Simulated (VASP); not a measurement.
# HfTi5N6 (P-3m1) in VASP: single point with PBE

Aim: the single point of HfTi5N6 with PBE.

Everything below comes from runs of VASP 6.6.1. Logs are shortened: lines on timing, memory, paths and dates and some standing lists are left out, and cuts for length are marked.

### Step 1. The cell of the first run

It takes space group P-3m1 (No. 164, trigonal). The conventional cell has a = 3.048 Å, b = 3.048 Å, c = 14.861 Å, α = 90.00°, β = 90.00°, γ = 120.00°. Within 2.9 Å of Hf (site symmetry -3m) lie 6 N at 2.22 Å. Ti (site symmetry 3m) has 6 N at 2.13 to 2.15 Å within 2.8 Å. Within 2.8 Å of Ti (site symmetry 3m) lie 6 N at 2.13 to 2.14 Å. Ti (site symmetry -3m) has 6 N at 2.14 Å within 2.8 Å. Within 2.8 Å of N (site symmetry 3m) lie 6 Ti at 2.14 Å. Within 2.8 Å of N (site symmetry 3m) lie 6 Ti at 2.13 Å. N (site symmetry 3m) has 3 Ti at 2.15 Å and 3 Hf at 2.22 Å within 2.8 Å.

### Step 2. Single point, PBE

INCAR reads:

```
ALGO = Normal
EDIFF = 1E-7
ENCUT = 520
GGA = PE
ISIF = 2
ISMEAR = 0
LASPH = True
LCHARG = False
LREAL = False
LWAVE = False
NBANDS = 62
NELM = 80
PREC = Accurate
SIGMA = 0.1
```

KPOINTS reads:

```
k-points
0
Gamma
  12 12 4
```

POSCAR reads:

```
HfTi5N6
1.0
    3.0477536617      0.0000000000      0.0000000000
   -1.5238768309      2.6394320955      0.0000000000
    0.0000000000      0.0000000000     14.8607944520
Hf Ti N
1 5 6
Direct
    0.0000000000      0.0000000000      0.0000000000
    0.3333333333      0.6666666667      0.1741710865
    0.6666666667      0.3333333333      0.3363523682
    0.0000000000      0.0000000000      0.5000000000
    0.3333333333      0.6666666667      0.6636476318
    0.6666666667      0.3333333333      0.8258289135
    0.3333333333      0.6666666667      0.4183958479
    0.6666666667      0.3333333333      0.5816041521
    0.0000000000      0.0000000000      0.7448233316
    0.3333333333      0.6666666667      0.9090635045
    0.6666666667      0.3333333333      0.0909364955
    0.0000000000      0.0000000000      0.2551766684
```

Potentials or basis: VASP PAW PBE potentials, release 64 (Hf_pv, Ti_sv, N).

Run with:

```bash
cat potpaw_PBE.64/Hf_pv/POTCAR potpaw_PBE.64/Ti_sv/POTCAR potpaw_PBE.64/N/POTCAR > POTCAR
mpirun -np 1 vasp_std > vasp.out
```

OUTCAR:

```text
EDIFF = 1E-7
   ENCUT = 520
   GGA = PE
   ISIF = 2
   ISMEAR = 0
   LASPH = True
   LREAL = False
   NELM = 80
   PREC = Accurate

 ion  position               nearest neighbor table
   1  0.000  0.000  0.000-  10 2.22  11 2.22  11 2.22  10 2.22  11 2.22  10 2.22   2 3.13   6 3.13
                             2 3.13   6 3.13   6 3.13   2 3.13
   2  0.333  0.667  0.174-  12 2.13  12 2.13  12 2.13  11 2.15  11 2.15  11 2.15   1 3.13   1 3.13
                             1 3.13
   3  0.667  0.333  0.336-  12 2.13  12 2.13  12 2.13   7 2.14   7 2.14   7 2.14
   4  0.000  0.000  0.500-   7 2.14   8 2.14   8 2.14   7 2.14   8 2.14   7 2.14
   5  0.333  0.667  0.664-   9 2.13   9 2.13   9 2.13   8 2.14   8 2.14   8 2.14
   6  0.667  0.333  0.826-   9 2.13   9 2.13   9 2.13  10 2.15  10 2.15  10 2.15   1 3.13   1 3.13
                             1 3.13
   7  0.333  0.667  0.418-   4 2.14   4 2.14   4 2.14   3 2.14   3 2.14   3 2.14
   8  0.667  0.333  0.582-   4 2.14   4 2.14   4 2.14   5 2.14   5 2.14   5 2.14
   9  0.000  0.000  0.745-   6 2.13   6 2.13   6 2.13   5 2.13   5 2.13   5 2.13
  10  0.333  0.667  0.909-   6 2.15   6 2.15   6 2.15   1 2.22   1 2.22   1 2.22
  11  0.667  0.333  0.091-   2 2.15   2 2.15   2 2.15   1 2.22   1 2.22   1 2.22
  12  0.000  0.000  0.255-   2 2.13   2 2.13   2 2.13   3 2.13   3 2.13   3 2.13

  LATTYP: Found a hexagonal cell.
 ALAT       =     3.0477536617
 C/A-ratio  =     4.8759828062

  Lattice vectors:

 A1 = (   3.0477536617,   0.0000000000,   0.0000000000)
 A2 = (  -1.5238768309,   2.6394320955,   0.0000000000)
 A3 = (   0.0000000000,   0.0000000000,  14.8607944520)

Analysis of symmetry for initial positions (statically):
=====================================================================
 Subroutine PRICEL returns:
 Original cell was already a primitive cell.

 Routine SETGRP: Setting up the symmetry group for a
 hexagonal supercell.

 Subroutine GETGRP returns: Found 12 space group operations
 (whereof 12 operations were pure point group operations)
 out of a pool of 24 trial point group operations.

The static configuration has the point symmetry D_3d.

Analysis of symmetry for dynamics (positions and initial velocities):
=====================================================================
 Subroutine PRICEL returns:
 Original cell was already a primitive cell.

 Routine SETGRP: Setting up the symmetry group for a
 hexagonal supercell.

 Subroutine GETGRP returns: Found 12 space group operations
 (whereof 12 operations were pure point group operations)
 out of a pool of 24 trial point group operations.

The dynamic configuration has the point symmetry D_3d.

 Subroutine INISYM returns: Found 12 space group operations
 (whereof 12 operations are pure point group operations),
 and found     1 'primitive' translations

----------------------------------------------------------------------------------------

                                     Primitive cell

  volume of cell :     119.5453

  direct lattice vectors                    reciprocal lattice vectors
     3.047753662  0.000000000  0.000000000     0.328110507  0.189434690  0.000000000
    -1.523876831  2.639432096  0.000000000     0.000000000  0.378869379  0.000000000
     0.000000000  0.000000000 14.860794452     0.000000000  0.000000000  0.067291153

  length of vectors
     3.047753662  3.047753662 14.860794452     0.378869379  0.378869379  0.067291153

  position of ions in fractional coordinates (direct lattice)
     0.000000000  0.000000000  0.000000000
     0.333333333  0.666666667  0.174171087
     0.666666667  0.333333333  0.336352368
     0.000000000  0.000000000  0.500000000
     0.333333333  0.666666667  0.663647632
     0.666666667  0.333333333  0.825828913
     0.333333333  0.666666667  0.418395848
     0.666666667  0.333333333  0.581604152
     0.000000000  0.000000000  0.744823332
     0.333333333  0.666666667  0.909063504
     0.666666667  0.333333333  0.090936496
     0.000000000  0.000000000  0.255176668

  ion indices of the primitive-cell ions
   primitive index   ion index
                 1           1
                 2           2
                 3           3
                 4           4
                 5           5
                 6           6
                 7           7
                 8           8
                 9           9
                10          10
                11          11
                12          12

----------------------------------------------------------------------------------------

 KPOINTS: k-points

Automatic generation of k-mesh.
 Grid dimensions read from file:
 generate k-points for:   12   12    4

 Generating k-lattice:

  Cartesian coordinates                     Fractional coordinates (reciprocal lattice)
     0.027342542  0.015786224  0.000000000     0.083333333  0.000000000  0.000000000
     0.000000000  0.031572448  0.000000000     0.000000000  0.083333333  0.000000000
     0.000000000  0.000000000  0.016822788     0.000000000  0.000000000  0.250000000

  Length of vectors
     0.031572448  0.031572448  0.016822788

  Shift w.r.t. Gamma in fractional coordinates (k-lattice)
     0.000000000  0.000000000  0.000000000

 Subroutine IBZKPT returns following result:
 ===========================================

 Found     69 irreducible k-points:

 Following reciprocal coordinates:
            Coordinates               Weight
  0.000000  0.000000  0.000000      1.000000
  0.083333  0.000000  0.000000      6.000000
  0.166667  0.000000  0.000000      6.000000
  0.250000  0.000000  0.000000      6.000000
  0.333333  0.000000  0.000000      6.000000
  0.416667 -0.000000  0.000000      6.000000
[... 16 lines left out ...]
  0.166667  0.000000  0.250000      6.000000
  0.000000  0.166667  0.250000      6.000000
 [... further k-points ...]
   k-points           NKPTS =     69   k-points in BZ     NKDIM =     69   number of bands    NBANDS=     62
   number of dos      NEDOS =    301   number of ions     NIONS =     12
   total plane-waves  NPLWV =  64512
   dimension x,y,z NGX =    24 NGY =   24 NGZ =  112
   dimension x,y,z NGXF=    48 NGYF=   48 NGZF=  224
   ions per type =               1   5   6
   NGX,Y,Z   is equivalent  to a cutoff of  13.09, 13.09, 12.53 a.u.
   NGXF,Y,Z  is equivalent  to a cutoff of  26.18, 26.18, 25.06 a.u.
 SYSTEM =  unknown system
   PREC   = accura    normal or accurate (medium, high low for compatibility)
   ISTART =      0    job   : 0-new  1-cont  2-samecut
   ICHARG =      2    charge: 1-file 2-atom 10-const
   ISPIN  =      1    spin polarized calculation?
   LNONCOLLINEAR =      F non collinear calculations
   LSORBIT =      F    spin-orbit coupling
   LASPH  =      T    aspherical Exc in radial PAW
   ENCUT  =  520.0 eV  38.22 Ry    6.18 a.u.   5.67  5.67 27.63*2*pi/ulx,y,z
   NELM   =     80;   NELMIN=  2; NELMDL= -5     # of ELM steps
   EDIFF  = 0.1E-06   stopping-criterion for ELM
   LREAL  =      F    real-space projection
   EDIFFG = 0.1E-05   stopping-criterion for IOM
   NSW    =      0    number of steps for IOM
   IBRION =     -1    ionic relax: 0-MD 1-quasi-New 2-CG
   NFREE  =      0    steps in history (QN), initial steepest desc. (CG)
   ISIF   =      2    stress and relaxation
   ISYM   =      2    0-nonsym 1-usesym 2-fastsym
   POTIM  = 0.5000    time-step for ionic-motion
   TEBEG  =    0.0;   TEEND  =   0.0 temperature during run
   PSTRESS=    0.0 pullay stress
   NELECT =     100.0000    total number of electrons
   NUPDOWN=      -1.0000    fix difference up-down
   EMIN   =  10.00;   EMAX   =-10.00  energy-range for DOS
   EFERMI =   0.00;   METHOD = LEGACY
   ISMEAR =     0;   SIGMA  =   0.10  broadening in eV -4-tet -1-fermi 0-gaus
   EFERMI_NEDOS =   21; number of points for ismear=-14 and -15
   IALGO  =     38    algorithm
   IMIX   =      4    mixing-type and parameters
     AMIX     =   0.40;   BMIX     =  1.00
     AMIX_MAG =   1.60;   BMIX_MAG =  1.00
  volume/ion in A,a.u.               =       9.96        67.23
  Fermi-wavevector in a.u.,A,eV,Ry     =   1.542520  2.914939 32.373251  2.379367
  Thomas-Fermi vector in A             =   2.648313
   LORBIT       =      0    0 simple, 1 ext, 2 COOP (PROOUT), +10 PAW based schemes
   GGA     = PE    functional components
   LHFCALC =     F    Hartree Fock is set to
   AEXX    =    0.0000 exact exchange contribution
   IVDW    =     0    specifies the selected vdW correction
   LEPSILON=     F    determine dielectric tensor
   LRPA    =     F    only Hartree local field effects (RPA)
 non-spin polarized calculation
 Gauss-broadening in eV      SIGMA  =   0.10
  energy-cutoff  :      520.00
  volume of cell :      119.55
 maximum number of plane-waves:      3248
 NGX is ok and might be reduce to    24
   NGX = 11   NGY = 11   NGZ = 55

 number of electron     100.0000000 magnetization

 number of electron      99.9999979 magnetization

 Free energy of the ion-electron system (eV)
  ---------------------------------------------------
  ext. energy  EPLUGINS =         0.00000000
  ---------------------------------------------------
  free energy    TOTEN  =      -119.74673762 eV

  energy without entropy =     -119.72494071  energy(sigma->0) =     -119.73583917

 E-fermi :  10.6933     XC(G=0): -12.9116

 val. band max:       10.6900112422   @ k =   0.2500   0.2500   0.2500
 cond. band min:      10.7012277063   @ k =   0.2500   0.0833   0.0000
 fundamental gap:      0.0112164641
 Fermi energy:        10.6932623328

 k-point     1 :       0.0000    0.0000    0.0000
  band No.  band energies     occupation
      1     -47.1958      2.00000
      2     -47.1683      2.00000
      3     -47.1541      2.00000
      4     -47.1174      2.00000
      5     -47.1062      2.00000
      6     -23.7633      2.00000
[... 54 lines left out ...]
     61      11.9095      0.00000
     62      12.1160      0.00000

 k-point     2 :       0.0833    0.0000    0.0000
  band No.  band energies     occupation
      1     -47.1912      2.00000
      2     -47.1640      2.00000
      3     -47.1505      2.00000
      4     -47.1146      2.00000
      5     -47.1039      2.00000
      6     -23.7496      2.00000
[... 1429 lines left out ...]
      6     -23.7110      2.00000
[... 54 lines left out ...]
     61      12.1953      0.00000
     62      12.3154      0.00000

 [... further k-points ...]
[... 5 lines left out ...]
  --------------------------------------------------------------------------------------
  -------------------------------------------------------------------------------------
  Total       -0.0521240     -0.0521240     -0.1411319      0.0000000     -0.0000000      0.0000000
  in kB       -0.6985792     -0.6985792     -1.8914869      0.0000000     -0.0000000      0.0000000
  external PRESSURE =      -1.0962151 kB  Pullay stress =       0.0000000 kB

 VOLUME and BASIS-vectors are now :
 -----------------------------------------------------------------------------
  energy-cutoff  :      520.00
  volume of cell :      119.55
      direct lattice vectors                 reciprocal lattice vectors
     3.047753662  0.000000000  0.000000000     0.328110507  0.189434690  0.000000000
    -1.523876831  2.639432096  0.000000000     0.000000000  0.378869379  0.000000000
     0.000000000  0.000000000 14.860794452     0.000000000  0.000000000  0.067291153

 POSITION                                       TOTAL-FORCE (eV/Angst)
 -----------------------------------------------------------------------------------
      0.00000      0.00000      0.00000        -0.000000      0.000000     -0.000000
     -0.00000      1.75962      2.58832        -0.000000      0.000000     -0.010151
      1.52388      0.87981      4.99846        -0.000000     -0.000000     -0.001988
      0.00000      0.00000      7.43040        -0.000000      0.000000     -0.000000
     -0.00000      1.75962      9.86233         0.000000      0.000000      0.001988
      1.52388      0.87981     12.27247         0.000000     -0.000000      0.010151
     -0.00000      1.75962      6.21769        -0.000000      0.000000     -0.002277
      1.52388      0.87981      8.64310         0.000000      0.000000      0.002277
      0.00000      0.00000     11.06867        -0.000000      0.000000     -0.004872
     -0.00000      1.75962     13.50941        -0.000000      0.000000      0.148299
      1.52388      0.87981      1.35139        -0.000000     -0.000000     -0.148299
      0.00000      0.00000      3.79213        -0.000000     -0.000000      0.004872
 -----------------------------------------------------------------------------------
    total drift:                               -0.000000      0.000000      0.000000

  FREE ENERGIE OF THE ION-ELECTRON SYSTEM (eV)
  ---------------------------------------------------
  free  energy   TOTEN  =      -119.7467376234 eV

  energy  without entropy=     -119.7249407077  energy(sigma->0) =     -119.73583917
```

Run time: 19 min. Hardware: 1 thread of AMD EPYC 7R43 (Zen 3), shared host; peak memory 0.47 GiB.

What came out:

| Property | Result |
| --- | --- |
| Free energy | -119.7467 eV |
| Pressure | -0.1 GPa |
| Largest force | 0.148 eV/Å |
| Band gap on the k mesh | zero (bands 50 and 51 overlap by 0.86 eV) |

Forces on the atoms (eV/Å):
```
Hf   0.000  0.000  0.000
Ti   0.000  0.000 -0.010
Ti   0.000  0.000 -0.002
Ti   0.000  0.000  0.000
Ti   0.000  0.000  0.002
Ti   0.000  0.000  0.010
N    0.000  0.000 -0.002
N    0.000  0.000  0.002
N    0.000  0.000 -0.005
N    0.000  0.000  0.148
N    0.000  0.000 -0.148
N    0.000  0.000  0.005
```

Levels at points of the mesh, in eV from the Fermi level:
```csv
k point,band 46,band 47,band 48,band 49,band 50,band 51,band 52,band 53,band 54,band 55
"(0.00, 0.00, 0.00)",-2.17,-2.11,-0.61,-0.61,-0.53,-0.14,-0.14,0.13,0.15,0.15
"(0.50, 0.00, 0.00)",-3.29,-3.24,-3.12,-1.40,-1.34,0.67,0.68,1.55,1.67,1.72
"(0.00, 0.00, 0.50)",-2.59,-2.59,-0.51,-0.51,-0.32,-0.32,-0.22,-0.22,0.41,0.41
"(0.50, 0.00, 0.50)",-3.50,-3.50,-2.31,-2.30,-0.36,-0.33,1.42,1.56,1.56,1.67
```

Caveat: spin-orbit coupling is left out, which moves the levels of the heavy elements.
